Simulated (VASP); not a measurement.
Wanted: the native input for a VASP 6.6.1 run.

```
Task                   : single point
Functional             : LDA
Potentials or basis    : VASP PAW LDA potentials, release 64 (Re, S)
Cutoff                 : 520 eV
k mesh                 : 4 × 4 × 1
Occupations            : gaussian, width 0.01 eV
Spin                   : no spin polarisation
Dipole correction      : no
Further INCAR settings : ALGO = Normal; EDIFF = 1e-06; NBANDS = 94; NELMDL = -8
```

The structure of ReS2 lies in POSCAR:

```
ReS2
1.0
    6.2991530409     -0.0080693685      0.0000000000
    3.0861822194      5.6088672909      0.0000000000
    0.0000000000      0.0000000000     23.0000000000
Re S
8 16
Direct
    0.1155593154      0.2397540932      0.3667710424
    0.2381072115      0.6143867879      0.3714741350
    0.6889773878      0.2127363034      0.3686371445
    0.6647096915      0.6417212958      0.3694676379
    0.6286604419      0.1840740057      0.6285258138
    0.7512083888      0.5587066250      0.6332289169
    1.2020578986      0.1567396445      0.6305323203
    1.1777901936      0.5857246136      0.6313628112
    0.8607361329      0.8314596605      0.3181372419
    0.3215384677      0.8625042944      0.3107961780
    0.0323791795      0.9910126621      0.4272402204
   -0.0083978111      0.5331771642      0.4366133330
    0.4931589719      1.0227122949      0.4199003717
    0.8217551718      0.3682150092      0.2937355568
    0.5319362135      0.4874898284      0.4443946289
    0.3612695759      0.3217737668      0.3015042772
    1.3736086002      0.7757489390      0.5800996935
    0.8343882982      0.8074487119      0.5727598791
    0.5452290243      0.9359570470      0.6892038975
    0.5054981112      0.4766875193      0.6984957130
    1.0060313934      0.9670016087      0.6818628093
    1.3348314680      0.3109717091      0.5556053175
    1.0450125604      0.4302464726      0.7062643981
    0.8751654952      0.2652841742      0.5633866618
```

These files were run (other wordings do the same):

INCAR

```
ALGO = Normal
EDIFF = 1E-6
ENCUT = 520
GGA_COMPAT = F
ISIF = 2
ISMEAR = 0
LASPH = T
LCHARG = F
LREAL = F
LWAVE = F
NBANDS = 94
NELM = 120
NELMDL = -8
PREC = Accurate
SIGMA = 0.01
```

KPOINTS

```
k-points
0
Gamma
  4 4 1
```

Potentials or basis: VASP PAW LDA potentials, release 64 (Re, S).

Command:

```sh
$ cat potpaw_LDA.64/Re/POTCAR potpaw_LDA.64/S/POTCAR > POTCAR
$ mpirun -np 1 vasp_std > vasp.out
```

Results of the run:

The largest force is 0.166 eV/Å. The band gap on the k mesh is 1.30 eV.

Caveat: spin-orbit coupling is left out, which moves the levels of the heavy elements.

Run time: 38 min on 1 thread of Intel(R) Xeon(R) 6975P-C (Granite Rapids) (shared host), peak memory 0.87 GiB.
